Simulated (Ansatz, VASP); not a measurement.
## Ge3Pd in VASP and in Ansatz

```
Ge Pd
1.0
     4.13743    0.00000    0.00000
     0.00000    4.13743    0.00000
     0.00000    0.00000    4.13743
Ge Pd
3 1
Direct
  0.00000 0.50000 0.50000
  0.50000 0.00000 0.50000
  0.50000 0.50000 0.00000
  0.00000 0.00000 0.00000
```

Alike in both runs: functional PBE; k mesh 5 × 5 × 5; no spin polarisation.

Ansatz relaxed the structure, and its values are those at the end. VASP's run is a single point on that final structure, the one shown.

```csv
,VASP,Ansatz
version,VASP 6.6.1,Ansatz 0.2.0
potentials or method,"VASP PAW PBE potentials, release 64 (Ge_d, Pd)","plane waves, PAW"
plane-wave cutoff (eV),520,420
occupations,"methfessel-paxton of order 1, width 0.05 eV","cold, width 0.05 eV"
valence electrons in the cell,52,60
```

```tsv
	VASP	Ansatz	Ansatz less VASP
pressure (GPa)	0.0	0.0	-0.05
```

VASP's potentials hold 52 valence electrons a cell and Ansatz's 60, so a difference there can come from the potentials and not from the codes.
